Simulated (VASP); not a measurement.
A run of VASP 6.6.1:

File INCAR:

```
ALGO = Normal ; EDIFF = 1E-6
ENCUT = 520 ; GGA = PE
ISIF = 2 ; ISMEAR = 0
LASPH = T ; LCHARG = F
LREAL = F ; LWAVE = F
NBANDS = 16 ; NELM = 100
PREC = Accurate ; SIGMA = 0.05
```

KPOINTS

```
k-points
0
Gamma
  10 10 10
```

Contents of POSCAR:

```
CdS
1.0
    0.0000000000      2.5926457827      3.6660011368
    2.5926457827      0.0000000000      3.6660011368
    2.5926457827      2.5926457827      0.0000000000
Cd S
1 1
Direct
    0.0000000000      0.0000000000      0.0000000000
    0.7500000000      0.7500000000      0.7500000000
```

Potentials or basis: VASP PAW PBE potentials, release 64 (Cd, S).

Command:

```console
$ cat potpaw_PBE.64/Cd/POTCAR potpaw_PBE.64/S/POTCAR > POTCAR
$ mpirun -np 1 vasp_std > vasp.out
```

Hardware: 1 thread of Intel(R) Xeon(R) 6975P-C (Granite Rapids), with other jobs on the host.

Estimate the wall time of this run.

Wall time 28 s on 1 thread of Intel(R) Xeon(R) 6975P-C (Granite Rapids), with other jobs on the host, peak memory 0.23 GiB. Counts: scf iterations 13, k points 102.
